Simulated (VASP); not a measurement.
# Na (C2/m) in VASP: a series of runs

The runs below take Na through single point, with PBE.

Program: VASP 6.6.1. These are calculated values, not measurements. Logs are shortened: lines on timing, memory, paths and dates and some standing lists are left out, and cuts for length are marked.

## (1) The cell of the first run

Symmetry: C2/m, No. 12, monoclinic system. Conventional cell: a = 6.263 Å, b = 3.637 Å, c = 9.418 Å, α = 90.00°, β = 103.07°, γ = 90.00°. Na (site symmetry m) has 12 Na at 3.62 to 3.71 Å within 4.8 Å. Within 4.8 Å of Na (site symmetry 2/m) lie 12 Na at 3.62 to 3.71 Å.

## (2) Single point, PBE

INCAR reads:

```
SYSTEM = Na
  PREC = Accurate
  ENCUT = 520
  EDIFF = 1E-6
  ISMEAR = -1
  SIGMA = 0.05
  LREAL = .False.
  LASPH = .True.
  NELM = 80
  ALGO = Normal
  ISIF = 2
  LWAVE = .False.
  LCHARG = .False.
  GGA = PE
  NBANDS = 18
```

KPOINTS reads:

```
regular mesh
0
Gamma
  8 8 3
  0 0 0
```

POSCAR reads:

```
Na
1.0
    3.1313959374     -1.8186525781      0.0000000000
    3.1313959374      1.8186525781      0.0000000000
   -2.1300628118      0.0000000000      9.1736781062
Na
3
Direct
    0.7775850000      0.7775850000      0.3333240000
    0.2224150000      0.2224150000      0.6666760000
    0.0000000000      0.0000000000      0.0000000000
```

Potentials or basis: VASP PAW PBE potentials, release 64 (Na_pv).

Run with:

```bash
cat potpaw_PBE.64/Na_pv/POTCAR > POTCAR
mpirun -np 1 vasp_std > vasp.out
```

OUTCAR:

```text
SYSTEM = Na
   PREC = Accurate
   ENCUT = 520
   EDIFF = 1E-6
   ISMEAR = -1
   LREAL = .False.
   LASPH = .True.
   NELM = 80
   ISIF = 2
   GGA = PE

 ion  position               nearest neighbor table
   1  0.778  0.778  0.333-
   2  0.222  0.222  0.667-
   3  0.000  0.000  0.000-

  LATTYP: Found a base centered monoclinic cell.
 ALAT       =     6.2627918748
 B/A-ratio  =     0.5807801423
 C/A-ratio  =     1.5037582021
 COS(beta)  =    -0.2261759492

  Lattice vectors:

 A1 = (   3.1313959374,  -1.8186525781,   0.0000000000)
 A2 = (   3.1313959374,   1.8186525781,   0.0000000000)
 A3 = (  -2.1300628118,   0.0000000000,   9.1736781062)

Analysis of symmetry for initial positions (statically):
=====================================================================
 Subroutine PRICEL returns:
 Original cell was already a primitive cell.

 Routine SETGRP: Setting up the symmetry group for a
 base centered monoclinic supercell.

 Subroutine GETGRP returns: Found  4 space group operations
 (whereof  4 operations were pure point group operations)
 out of a pool of  4 trial point group operations.

The static configuration has the point symmetry C_2h.

Analysis of symmetry for dynamics (positions and initial velocities):
=====================================================================
 Subroutine PRICEL returns:
 Original cell was already a primitive cell.

 Routine SETGRP: Setting up the symmetry group for a
 base centered monoclinic supercell.

 Subroutine GETGRP returns: Found  4 space group operations
 (whereof  4 operations were pure point group operations)
 out of a pool of  4 trial point group operations.

The dynamic configuration has the point symmetry C_2h.

 Subroutine INISYM returns: Found  4 space group operations
 (whereof  4 operations are pure point group operations),
 and found     1 'primitive' translations

----------------------------------------------------------------------------------------

                                     Primitive cell

  volume of cell :     104.4867

  direct lattice vectors                    reciprocal lattice vectors
     3.131395937 -1.818652578  0.000000000     0.159673197 -0.274928816  0.037074981
     3.131395937  1.818652578  0.000000000     0.159673197  0.274928816  0.037074981
    -2.130062812  0.000000000  9.173678106     0.000000000  0.000000000  0.109007531

  length of vectors
[... 81 lines left out ...]
   LASPH  =      T    aspherical Exc in radial PAW
   ENCUT  =  520.0 eV  38.22 Ry    6.18 a.u.   6.73  6.73 17.51*2*pi/ulx,y,z
   NELM   =     80;   NELMIN=  2; NELMDL= -5     # of ELM steps
   EDIFF  = 0.1E-05   stopping-criterion for ELM
   LREAL  =      F    real-space projection
   EDIFFG = 0.1E-04   stopping-criterion for IOM
   NSW    =      0    number of steps for IOM
   IBRION =     -1    ionic relax: 0-MD 1-quasi-New 2-CG
   NFREE  =      0    steps in history (QN), initial steepest desc. (CG)
   ISIF   =      2    stress and relaxation
   ISYM   =      2    0-nonsym 1-usesym 2-fastsym
   POTIM  = 0.5000    time-step for ionic-motion
   TEBEG  =    0.0;   TEEND  =   0.0 temperature during run
   PSTRESS=    0.0 pullay stress
   NELECT =      21.0000    total number of electrons
   NUPDOWN=      -1.0000    fix difference up-down
   EMIN   =  10.00;   EMAX   =-10.00  energy-range for DOS
   EFERMI =   0.00;   METHOD = LEGACY
   ISMEAR =    -1;   SIGMA  =   0.05  broadening in eV -4-tet -1-fermi 0-gaus
   EFERMI_NEDOS =   21; number of points for ismear=-14 and -15
   IALGO  =     38    algorithm
   IMIX   =      4    mixing-type and parameters
     AMIX     =   0.40;   BMIX     =  1.00
     AMIX_MAG =   1.60;   BMIX_MAG =  1.00
  volume/ion in A,a.u.               =      34.83       235.04
  Fermi-wavevector in a.u.,A,eV,Ry     =   0.958946  1.812145 12.511613  0.919578
  Thomas-Fermi vector in A             =   2.088099
   LORBIT       =      0    0 simple, 1 ext, 2 COOP (PROOUT), +10 PAW based schemes
   GGA     = PE    functional components
   LHFCALC =     F    Hartree Fock is set to
   AEXX    =    0.0000 exact exchange contribution
   IVDW    =     0    specifies the selected vdW correction
   LEPSILON=     F    determine dielectric tensor
   LRPA    =     F    only Hartree local field effects (RPA)
 non-spin polarized calculation
  energy-cutoff  :      520.00
  volume of cell :      104.49
 maximum number of plane-waves:      2830
   NGX = 13   NGY = 13   NGZ = 35

 number of electron      21.0000003 magnetization

 Free energy of the ion-electron system (eV)
  ---------------------------------------------------
  ext. energy  EPLUGINS =         0.00000000
  ---------------------------------------------------
  free energy    TOTEN  =        -3.91259094 eV

  energy without entropy =       -3.89997947  energy(sigma->0) =       -3.90628521

 E-fermi :   0.4607     XC(G=0):  -6.6665

 val. band max:        0.4245542585   @ k =  -0.1250  -0.2500   0.3333
 cond. band min:       0.4625185025   @ k =   0.5000   0.3750   0.3333
 fundamental gap:      0.0379642440
 Fermi energy:         0.4606891203

 k-point     1 :       0.0000    0.0000    0.0000
  band No.  band energies     occupation
      1     -24.3681      2.00000
      2     -24.3681      2.00000
      3     -24.3425      2.00000
      4     -24.3423      2.00000
      5     -24.3422      2.00000
      6     -24.3421      2.00000
[... 481 lines left out ...]
      5     -24.3485      2.00000
      6     -24.3465      2.00000
[... 10 lines left out ...]
     17       8.0074      0.00000
     18       9.1300      0.00000

 [... further k-points ...]

------------------------ aborting loop because EDIFF is reached ----------------------------------------

  FORCE on cell =-STRESS in cart. coord.  units (eV):
  Direction    XX          YY          ZZ          XY          YZ          ZX
  --------------------------------------------------------------------------------------
  -------------------------------------------------------------------------------------
  Total        0.5602317      0.4233151      0.0888526      0.0000000      0.0000000      0.0093868
  in kB        8.5904720      6.4910220      1.3624468      0.0000000      0.0000000      0.1439347
  external PRESSURE =       5.4813136 kB  Pullay stress =       0.0000000 kB

 VOLUME and BASIS-vectors are now :
 -----------------------------------------------------------------------------
  energy-cutoff  :      520.00
  volume of cell :      104.49
      direct lattice vectors                 reciprocal lattice vectors
     3.131395937 -1.818652578  0.000000000     0.159673197 -0.274928816  0.037074981
     3.131395937  1.818652578  0.000000000     0.159673197  0.274928816  0.037074981
    -2.130062812  0.000000000  9.173678106     0.000000000  0.000000000  0.109007531

 POSITION                                       TOTAL-FORCE (eV/Angst)
 -----------------------------------------------------------------------------------
      4.15985      0.00000      3.05781        -0.001788      0.000000      0.000393
     -0.02712      0.00000      6.11587         0.001788      0.000000     -0.000393
      0.00000      0.00000      0.00000         0.000000      0.000000      0.000000
 -----------------------------------------------------------------------------------
    total drift:                               -0.000000      0.000000      0.000000

  FREE ENERGIE OF THE ION-ELECTRON SYSTEM (eV)
  ---------------------------------------------------
  free  energy   TOTEN  =        -3.9125909387 eV

  energy  without entropy=       -3.8999794744  energy(sigma->0) =       -3.90628521
```

OSZICAR:

```text
N       E                     dE             d eps       ncg     rms          rms(c)
DAV:   1     0.167823554417E+03    0.16782E+03   -0.11022E+04  2100   0.110E+03
DAV:   2     0.496043333169E+01   -0.16286E+03   -0.16047E+03  2068   0.321E+02
DAV:   3    -0.378540709411E+01   -0.87458E+01   -0.86982E+01  2520   0.924E+01
DAV:   4    -0.391271978784E+01   -0.12731E+00   -0.12726E+00  2366   0.117E+01
DAV:   5    -0.391556437075E+01   -0.28446E-02   -0.28445E-02  2442   0.179E+00    0.361E-01
DAV:   6    -0.391389953306E+01    0.16648E-02   -0.18282E-03  2546   0.494E-01    0.240E-01
DAV:   7    -0.391261380508E+01    0.12857E-02   -0.27636E-03  2632   0.549E-01    0.292E-02
DAV:   8    -0.391259191413E+01    0.21891E-04   -0.21715E-04  2348   0.242E-01    0.590E-03
DAV:   9    -0.391259064245E+01    0.12717E-05   -0.67296E-06  2468   0.407E-02    0.240E-03
DAV:  10    -0.391259093870E+01   -0.29625E-06   -0.34149E-07  1418   0.456E-03
   1 F= -.39125909E+01 E0= -.39062852E+01  d E =-.126115E-01
```

stdout:

```text
POSCAR found type information on POSCAR Na
 POSCAR found :  1 types and       3 ions
 scaLAPACK will be used
 LDA part: xc-table for (Slater+PW92), standard interpolation
 POSCAR, INCAR and KPOINTS ok, starting setup
 FFT: planning ... GRIDC
 FFT: planning ... GRID_SOFT
 FFT: planning ... GRID
 WAVECAR not read
 entering main loop
```

Wall time 42 s (1 thread of AMD EPYC 9R45 (Zen 5), shared host); peak memory 0.21 GiB.

Results:

```
Free energy            : -3.9126 eV
Pressure               : 0.5 GPa
Band gap on the k mesh : zero (an odd number of electrons rules out a gap without spin polarisation)
```

## (3) Single point, PBE

This run uses another cell than the first one, of 35.57 Å³/atom.

INCAR reads:

```
SYSTEM = Na
PREC = Accurate
ENCUT = 520
EDIFF = 1E-6
ISMEAR = -1
SIGMA = 0.05
LREAL = .False.
LASPH = .True.
NELM = 60
ALGO = Fast
ISIF = 2
LWAVE = .False.
LCHARG = .True.
GGA = PE
LELF = .True.
LVHAR = .True.
NBANDS = 18
```

KPOINTS reads:

```
Automatic mesh
0
Gamma
  8 8 3
  0 0 0
```

POSCAR reads:

```
Na
1.0
    3.1534487480     -1.8314604126      0.0000000000
    3.1534487480      1.8314604126      0.0000000000
   -2.1450637484      0.0000000000      9.2382836017
Na
3
Direct
    0.7775850000      0.7775850000      0.3333240000
    0.2224150000      0.2224150000      0.6666760000
    0.0000000000      0.0000000000      0.0000000000
```

Potentials or basis: VASP PAW PBE potentials, release 64 (Na_pv).

Run with:

```bash
cat potpaw_PBE.64/Na_pv/POTCAR > POTCAR
mpirun -np 1 vasp_std > vasp.out
```

Wall time 59 s (1 thread of AMD EPYC 9R45 (Zen 5), shared host); peak memory 0.22 GiB.

The run converged. Its results:

```yaml
Free_energy: -3.9190 eV
Pressure: 0.3 GPa
Band_gap_on_the_k_mesh: zero (an odd number of electrons rules out a gap without spin polarisation)
```

Stress tensor (GPa, compression positive):
```
 0.65  0.00  0.01
 0.00  0.44  0.00
 0.01  0.00 -0.05
```

Levels at points of the mesh, in eV from the Fermi level:
| k point | band 9 | band 10 | band 11 | band 12 | band 13 | band 14 |
| --- | --- | --- | --- | --- | --- | --- |
| (0.00, 0.00, 0.00) | -24.81 | -3.31 | -1.52 | -1.52 | 3.62 | 3.62 |
| (0.50, 0.00, 0.00) | -24.82 | 0.40 | 0.54 | 1.38 | 1.85 | 2.72 |
| (0.50, 0.50, 0.00) | -24.82 | 0.59 | 0.69 | 1.02 | 1.46 | 3.42 |

## (4) Single point, PBE

This run uses another cell than the first one, of 36.31 Å³/atom.

INCAR reads:

```
SYSTEM = Na
ALGO = Fast ; EDIFF = 1E-6
ENCUT = 520 ; GGA = PE
ISIF = 2 ; ISMEAR = -1
LASPH = .True. ; LCHARG = .False.
LREAL = .False. ; LWAVE = .False.
NBANDS = 18 ; NELM = 100
PREC = Accurate ; SIGMA = 0.05
```

KPOINTS reads:

```
k-points
0
Gamma
  8 8 3
  0 0 0
```

POSCAR reads:

```
Na
1.0
    3.1751973577     -1.8440915732      0.0000000000
    3.1751973577      1.8440915732      0.0000000000
   -2.1598577590      0.0000000000      9.3019979158
Na
3
Direct
    0.7775850000      0.7775850000      0.3333240000
    0.2224150000      0.2224150000      0.6666760000
    0.0000000000      0.0000000000      0.0000000000
```

Potentials or basis: VASP PAW PBE potentials, release 64 (Na_pv).

Run with:

```bash
cat potpaw_PBE.64/Na_pv/POTCAR > POTCAR
mpirun -np 1 vasp_std > vasp.out
```

OUTCAR:

```text
SYSTEM = Na
   EDIFF = 1E-6
   ENCUT = 520
   GGA = PE
   ISIF = 2
   ISMEAR = -1
   LASPH = .True.
   LREAL = .False.
   NELM = 100
   PREC = Accurate

 ion  position               nearest neighbor table
   1  0.778  0.778  0.333-
   2  0.222  0.222  0.667-
   3  0.000  0.000  0.000-

  LATTYP: Found a base centered monoclinic cell.
 ALAT       =     6.3503947154
 B/A-ratio  =     0.5807801423
 C/A-ratio  =     1.5037582021
 COS(beta)  =    -0.2261759492

  Lattice vectors:

 A1 = (   3.1751973577,  -1.8440915732,   0.0000000000)
 A2 = (   3.1751973577,   1.8440915732,   0.0000000000)
 A3 = (  -2.1598577590,   0.0000000000,   9.3019979158)

Analysis of symmetry for initial positions (statically):
=====================================================================
 Subroutine PRICEL returns:
 Original cell was already a primitive cell.

 Routine SETGRP: Setting up the symmetry group for a
 base centered monoclinic supercell.

 Subroutine GETGRP returns: Found  4 space group operations
 (whereof  4 operations were pure point group operations)
 out of a pool of  4 trial point group operations.

[... 163 lines left out ...]

 E-fermi :   0.3360     XC(G=0):  -6.5558

 val. band max:        0.3005467342   @ k =  -0.1250  -0.2500   0.3333
 cond. band min:       0.3374252614   @ k =   0.5000   0.3750   0.3333
 fundamental gap:      0.0368785272
 Fermi energy:         0.3359787959

 k-point     1 :       0.0000    0.0000    0.0000
  band No.  band energies     occupation
      1     -24.5189      2.00000
      2     -24.5189      2.00000
      3     -24.4972      2.00000
      4     -24.4970      2.00000
      5     -24.4969      2.00000
      6     -24.4968      2.00000
[... 481 lines left out ...]
      5     -24.5023      2.00000
      6     -24.5005      2.00000
[... 10 lines left out ...]
     17       7.7036      0.00000
     18       8.7738      0.00000

 [... further k-points ...]

------------------------ aborting loop because EDIFF is reached ----------------------------------------

  FORCE on cell =-STRESS in cart. coord.  units (eV):
  Direction    XX          YY          ZZ          XY          YZ          ZX
  --------------------------------------------------------------------------------------
  -------------------------------------------------------------------------------------
  Total        0.3120361      0.1778041     -0.1434693      0.0000000      0.0000000      0.0095295
  in kB        4.5894010      2.6151270     -2.1101349      0.0000000      0.0000000      0.1401589
  external PRESSURE =       1.6981310 kB  Pullay stress =       0.0000000 kB

 VOLUME and BASIS-vectors are now :
 -----------------------------------------------------------------------------
  energy-cutoff  :      520.00
  volume of cell :      108.93
      direct lattice vectors                 reciprocal lattice vectors
     3.175197358 -1.844091573  0.000000000     0.157470527 -0.271136210  0.036563536
     3.175197358  1.844091573  0.000000000     0.157470527  0.271136210  0.036563536
    -2.159857759  0.000000000  9.301997916     0.000000000  0.000000000  0.107503787

 POSITION                                       TOTAL-FORCE (eV/Angst)
 -----------------------------------------------------------------------------------
      4.21804      0.00000      3.10058        -0.001444      0.000000      0.000054
     -0.02750      0.00000      6.20142         0.001444      0.000000     -0.000054
      0.00000      0.00000      0.00000        -0.000000      0.000000      0.000000
 -----------------------------------------------------------------------------------
    total drift:                               -0.000000      0.000000      0.000000

  FREE ENERGIE OF THE ION-ELECTRON SYSTEM (eV)
  ---------------------------------------------------
  free  energy   TOTEN  =        -3.9228241574 eV

  energy  without entropy=       -3.9098920459  energy(sigma->0) =       -3.91635810
```

OSZICAR:

```text
N       E                     dE             d eps       ncg     rms          rms(c)
DAV:   1     0.165444987701E+03    0.16544E+03   -0.10973E+04  2108   0.109E+03
DAV:   2     0.457845239458E+01   -0.16087E+03   -0.15850E+03  2064   0.317E+02
DAV:   3    -0.380398363064E+01   -0.83824E+01   -0.83411E+01  2526   0.910E+01
DAV:   4    -0.392269351918E+01   -0.11871E+00   -0.11870E+00  2462   0.114E+01
DAV:   5    -0.392527277341E+01   -0.25793E-02   -0.25792E-02  2384   0.170E+00    0.354E-01
RMM:   6    -0.392388340829E+01    0.13894E-02   -0.14655E-03  2575   0.413E-01    0.237E-01
RMM:   7    -0.392278447506E+01    0.10989E-02   -0.25069E-03  2602   0.453E-01    0.278E-02
RMM:   8    -0.392280503792E+01   -0.20563E-04   -0.60522E-04  2699   0.424E-01    0.842E-03
RMM:   9    -0.392281776884E+01   -0.12731E-04   -0.15774E-04  2742   0.139E-01    0.509E-03
RMM:  10    -0.392282277526E+01   -0.50064E-05   -0.51844E-05  2628   0.119E-01    0.410E-03
RMM:  11    -0.392282342516E+01   -0.64990E-06   -0.20011E-05  2724   0.510E-02    0.516E-04
RMM:  12    -0.392282415741E+01   -0.73225E-06   -0.74549E-06  1834   0.345E-02
   1 F= -.39228242E+01 E0= -.39163581E+01  d E =-.129321E-01
```

Run time: 57 s. Hardware: 1 thread of AMD EPYC 9R45 (Zen 5), shared host; peak memory 0.23 GiB.

What came out:

- Free energy: -3.9228 eV
- Pressure: 0.2 GPa
- Band gap on the k mesh: zero (an odd number of electrons rules out a gap without spin polarisation)

## (5) Overview

```csv
cell,gap on the mesh (eV),pressure (GPa)
"a = 3.621, b = 3.621, c = 9.418 Å, angles 101.3, 101.3, 60.3°, 3 atoms",none,0.5
"a = 3.647, b = 3.647, c = 9.484 Å, angles 101.3, 101.3, 60.3°, 3 atoms",none,0.3
"a = 3.672, b = 3.672, c = 9.549 Å, angles 101.3, 101.3, 60.3°, 3 atoms",none,0.2
```

Alike in all rows: task single point; level PBE; potentials or basis VASP PAW PBE potentials, release 64 (Na_pv); no spin polarisation; k mesh 8 × 8 × 3; cutoff (eV) 520; smearing fermi-dirac 0.05 eV.

Total energies depend on the potentials used, so only differences within one code and one set of settings carry meaning.
